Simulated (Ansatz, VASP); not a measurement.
**Ta in VASP and in Ansatz**

INCAR

```
PREC = Accurate
ENCUT = 520
EDIFF = 1E-6
ISMEAR = -1
SIGMA = 0.1
LREAL = F
LASPH = T
NELM = 80
ALGO = Normal
ISIF = 2
LWAVE = F
LCHARG = T
GGA = PS
LELF = T
LVHAR = T
NBANDS = 30
```

The input KPOINTS:

```
Automatic mesh
0
Gamma
  14 14 4
```

POSCAR

```
Ta
1.0
    2.8182059347      0.0000000000      0.0000000000
   -1.4091029673      2.4406379325      0.0000000000
    0.0000000000      0.0000000000      9.7234623372
Ta
4
Direct
    0.0000000000      1.0000000000      1.0000000000
    1.0000000000      1.0000000000      0.5000000000
    0.3333333333      0.6666666667      0.2500000000
    0.6666666667      0.3333333333      0.7500000000
```

Input for Ansatz:

```yaml
crystal:
  lattice:
    - [2.8182059347, 0.0, 0.0]
    - [-1.4091029673, 2.4406379325, 0.0]
    - [0.0, 0.0, 9.7234623372]
  atoms:
    - { symbol: Ta, position: [0.0, 1.0, 1.0] }
    - { symbol: Ta, position: [1.0, 1.0, 0.5] }
    - { symbol: Ta, position: [0.3333333333, 0.6666666667, 0.25] }
    - { symbol: Ta, position: [0.6666666667, 0.3333333333, 0.75] }
hamiltonian:
  xc: pbesol
  pseudopotentials:
    kind: paw
    azcp:
      Ta: "pseudopotentials/Ta.paw.azcp"
basis:
  ecutwfc: 420
  fft_grid_basis: typed
kpoints:
  mp_grid: { grid: [14, 14, 4], shift: [0, 0, 0] }
magnetization:
  spin_polarized: false
scf:
  occupations: { method: fermi_dirac, width: 0.1 }
  lower_state_search: "off"
output:
  stress: true
```

Alike in both runs: task single point; functional PBEsol; k mesh 14 × 14 × 4; occupations fermi-dirac, width 0.1 eV; no spin polarisation.

```csv
,VASP,Ansatz
version,VASP 6.6.1,Ansatz 0.2.0
potentials or method,"VASP PAW PBE potentials, release 64 (Ta_pv), cutoff 520 eV","plane waves (420 eV) with PAW, scalar-relativistic"
valence electrons in the cell,44,52
```

VASP gave:

* pressure (GPa): 19.8
* traceless stress, the component that is largest in VASP (GPa): 0.41

Question: Estimate Ansatz's values.

Answer: Pressure (GPa): 19.5; traceless stress, the component that is largest in VASP (GPa): 0.45.

VASP's potentials were made for PBE, not for PBEsol, and Ansatz warns of the same on its side. The functional is the same, so the differences come from potentials, cutoffs and numerics. VASP's potentials hold 44 valence electrons a cell and Ansatz's 52, so a difference there can come from the potentials and not from the codes.

Neither program's run includes spin-orbit coupling.
